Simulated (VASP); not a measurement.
MgSe:

```
CELL_PARAMETERS angstrom
0.00000 2.73627 2.73627
2.69523 0.00000 2.73627
2.69523 2.73627 0.00000
ATOMIC_POSITIONS crystal
Mg 0.00000 0.00000 0.00000
Se 0.50000 0.50000 0.50000
```

This cell differs from its parent crystal: uniaxial x strain -1.5%.

Base run:

```yaml
Program: VASP 6.6.1
Functional: PBE
Potentials_or_basis: VASP PAW PBE potentials, release 64 (Mg, Se)
Cutoff: 600 eV
k_mesh: 8 × 8 × 8
Occupations: fermi-dirac, width 0.02 eV
Spin: no spin polarisation
```

Its results: band gap on the k mesh 1.74 eV (least direct gap 2.59 eV); pressure 2.2 GPa.

The run is repeated on the same cell with these changes: k mesh from 8 × 8 × 8 to 4 × 4 × 4; occupations from fermi-dirac, width 0.02 eV to gaussian, width 0.01 eV. What comes out?

Band gap on the k mesh 1.70 eV (least direct gap 2.58 eV); pressure 2.6 GPa.

Caveats: some runs use coarse meshes.

A k mesh can miss the band edges.
